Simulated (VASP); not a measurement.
# KI (I4/mmm) in VASP: a series of runs, part 2 of 2

VASP 6.6.1.

## (3) Single point, r2SCAN

This run uses another cell than the first one, of the same volume but with other edges.

Input file POSCAR:

```
KI
1.0
    0.0000000000      3.5728375072      3.4299240070
    3.5728375072      0.0000000000      3.4299240070
    3.5728375072      3.5728375072      0.0000000000
K I
1 1
Direct
    0.0000000000      0.0000000000      0.0000000000
    0.5000000000      0.5000000000      0.5000000000
```

Input file INCAR.step1:

```
SYSTEM = KI
ALGO     = Normal         ! electronic algorithm
EDIFF    = 1E-5           ! SCF threshold, eV
ENCUT    = 550            ! plane-wave cutoff, eV
GGA      = PE             ! functional
GGA_COMPAT= .FALSE.      
ISMEAR   = 0              ! smearing method
LASPH    = .TRUE.         ! aspherical terms in the spheres
LCHARG   = .FALSE.        ! write CHGCAR
LREAL    = .FALSE.        ! projectors in reciprocal space
LWAVE    = .TRUE.         ! write WAVECAR
NBANDS   = 15             ! bands
NELM     = 120            ! most SCF steps
PREC     = Accurate       ! precision mode
SIGMA    = 0.05           ! smearing width, eV
```

Input file INCAR.step2:

```
SYSTEM = KI
ALGO     = Normal         ! electronic algorithm
EDIFF    = 1E-6           ! SCF threshold, eV
ENCUT    = 550            ! plane-wave cutoff, eV
GGA_COMPAT= .FALSE.      
ISIF     = 2              ! what is computed and relaxed
ISMEAR   = 0              ! smearing method
ISTART   = 1            
LASPH    = .TRUE.         ! aspherical terms in the spheres
LCHARG   = .TRUE.         ! write CHGCAR
LELF     = .TRUE.         ! ELF
LMIXTAU  = .TRUE.       
LREAL    = .FALSE.        ! projectors in reciprocal space
LVHAR    = .TRUE.       
LWAVE    = .FALSE.        ! write WAVECAR
METAGGA  = R2SCAN         ! meta-GGA
NBANDS   = 15             ! bands
NELM     = 120            ! most SCF steps
PREC     = Accurate       ! precision mode
SIGMA    = 0.05           ! smearing width, eV
```

Input file KPOINTS:

```
k-points
0
G
  6 6 6
  0 0 0
```

Potentials or basis: VASP PAW PBE potentials, release 64 (K_sv, I).

On the command line:

```console
$ cat potpaw_PBE.64/K_sv/POTCAR potpaw_PBE.64/I/POTCAR > POTCAR
$ cp INCAR.step1 INCAR
$ mpirun -np 1 vasp_std > vasp.out
$ cp INCAR.step2 INCAR
$ mpirun -np 1 vasp_std > vasp.out
```

OUTCAR:

```text
SYSTEM = KI
   EDIFF = 1E-6
   ENCUT = 550
   ISIF = 2
   ISMEAR = 0
   ISTART = 1
   LASPH = .TRUE.
   LREAL = .FALSE.
   METAGGA = R2SCAN
   NELM = 120
   PREC = Accurate

 ion  position               nearest neighbor table
   1  0.000  0.000  0.000-   2 3.43   2 3.43   2 3.57   2 3.57   2 3.57   2 3.57
   2  0.500  0.500  0.500-   1 3.43   1 3.43   1 3.57   1 3.57   1 3.57   1 3.57

  LATTYP: Found a body centered tetragonal cell.
 ALAT       =     5.0527552588
 C/A-ratio  =     1.3576450199

  Lattice vectors:

 A1 = (   0.0000000000,  -3.5728375072,  -3.4299240070)
 A2 = (   0.0000000000,   3.5728375072,  -3.4299240070)
 A3 = (   3.5728375072,   0.0000000000,   3.4299240070)

Analysis of symmetry for initial positions (statically):
=====================================================================
 Subroutine PRICEL returns:
 Original cell was already a primitive cell.

 Routine SETGRP: Setting up the symmetry group for a
 body centered tetragonal supercell.

 Subroutine GETGRP returns: Found 16 space group operations
 (whereof 16 operations were pure point group operations)
 out of a pool of 16 trial point group operations.

The static configuration has the point symmetry D_4h.

Analysis of symmetry for dynamics (positions and initial velocities):
=====================================================================
 Subroutine PRICEL returns:
 Original cell was already a primitive cell.

 Routine SETGRP: Setting up the symmetry group for a
 body centered tetragonal supercell.

 Subroutine GETGRP returns: Found 16 space group operations
 (whereof 16 operations were pure point group operations)
 out of a pool of 16 trial point group operations.

The dynamic configuration has the point symmetry D_4h.

 Subroutine INISYM returns: Found 16 space group operations
 (whereof 16 operations are pure point group operations),
 and found     1 'primitive' translations

----------------------------------------------------------------------------------------

                                     Primitive cell

  volume of cell :      87.5671
[... 115 lines left out ...]
   LHFCALC =     F    Hartree Fock is set to
   AEXX    =    0.0000 exact exchange contribution
   IVDW    =     0    specifies the selected vdW correction
   LEPSILON=     F    determine dielectric tensor
   LRPA    =     F    only Hartree local field effects (RPA)
 non-spin polarized calculation
 Gauss-broadening in eV      SIGMA  =   0.05
  energy-cutoff  :      550.00
  volume of cell :       87.57
 maximum number of plane-waves:      2589
 NGX is ok and might be reduce to    40

 number of electron      15.9999998 magnetization

 Free energy of the ion-electron system (eV)
  ---------------------------------------------------
  ext. energy  EPLUGINS =         0.00000000
  ---------------------------------------------------
  free energy    TOTEN  =       -33.97387379 eV

  energy without entropy =      -33.97387379  energy(sigma->0) =      -33.97387379

 E-fermi :  -0.3742     XC(G=0):  -7.5447

 val. band max:       -0.7085805536   @ k =   0.0000   0.0000   0.0000
 cond. band min:       3.9020250327   @ k =   0.0000   0.0000   0.0000
 fundamental gap:      4.6106055863
 Fermi energy:        -0.3742484222

 k-point     1 :       0.0000    0.0000    0.0000
  band No.  band energies     occupation
      1     -30.3618      2.00000
      2     -13.0793      2.00000
      3     -13.0793      2.00000
      4     -13.0792      2.00000
      5     -11.5443      2.00000
      6      -0.7229      2.00000
      7      -0.7229      2.00000
      8      -0.7086      2.00000
      9       3.9020      0.00000
     10       6.2479      0.00000
     11       6.2479      0.00000
     12       6.4954      0.00000
     13       7.0911      0.00000
     14       7.2836      0.00000
[... 401 lines left out ...]
      2     -13.1426      2.00000
      3     -13.1058      2.00000
      4     -13.0919      2.00000
      5     -11.3505      2.00000
      6      -1.7161      2.00000
      7      -1.2438      2.00000
      8      -1.0673      2.00000
      9       5.0893      0.00000
     10       6.2661      0.00000
     11       7.6485      0.00000
     12       8.2181      0.00000
     13       8.9310      0.00000
     14       9.3646      0.00000
     15       9.8038      0.00000

 [... further k-points ...]
[... 5 lines left out ...]
  --------------------------------------------------------------------------------------
  -------------------------------------------------------------------------------------
  Total       -0.0696173     -0.0696173      0.6572920      0.0000000      0.0000000      0.0000000
  in kB       -1.2737565     -1.2737565     12.0261863      0.0000000      0.0000000      0.0000000
  external PRESSURE =       3.1595577 kB  Pullay stress =       0.0000000 kB

 VOLUME and BASIS-vectors are now :
 -----------------------------------------------------------------------------
  energy-cutoff  :      550.00
  volume of cell :       87.57
      direct lattice vectors                 reciprocal lattice vectors
     0.000000000  3.572837507  3.429924007    -0.139944791  0.139944791  0.145775824
     3.572837507  0.000000000  3.429924007     0.139944791 -0.139944791  0.145775824
     3.572837507  3.572837507  0.000000000     0.139944791  0.139944791 -0.145775824

 POSITION                                       TOTAL-FORCE (eV/Angst)
 -----------------------------------------------------------------------------------
      0.00000      0.00000      0.00000         0.000000      0.000000      0.000000
      3.57284      3.57284      3.42992         0.000000      0.000000      0.000000
 -----------------------------------------------------------------------------------
    total drift:                                0.000000     -0.000000     -0.000000

  FREE ENERGIE OF THE ION-ELECTRON SYSTEM (eV)
  ---------------------------------------------------
  free  energy   TOTEN  =       -33.9738737938 eV

  energy  without entropy=      -33.9738737938  energy(sigma->0) =      -33.97387379
```

Run time: 6.1 min. Hardware: 1 thread of Intel Xeon 8259CL, shared host; peak memory 0.27 GiB.

Results:

```
Free energy            : -33.9739 eV
Pressure               : 0.3 GPa
Band gap on the k mesh : 4.61 eV, direct
```

Caveat: the PAW data sets were made with another functional, which shifts forces and pressure a little; spin-orbit coupling is left out, which moves the levels of the heavy elements.
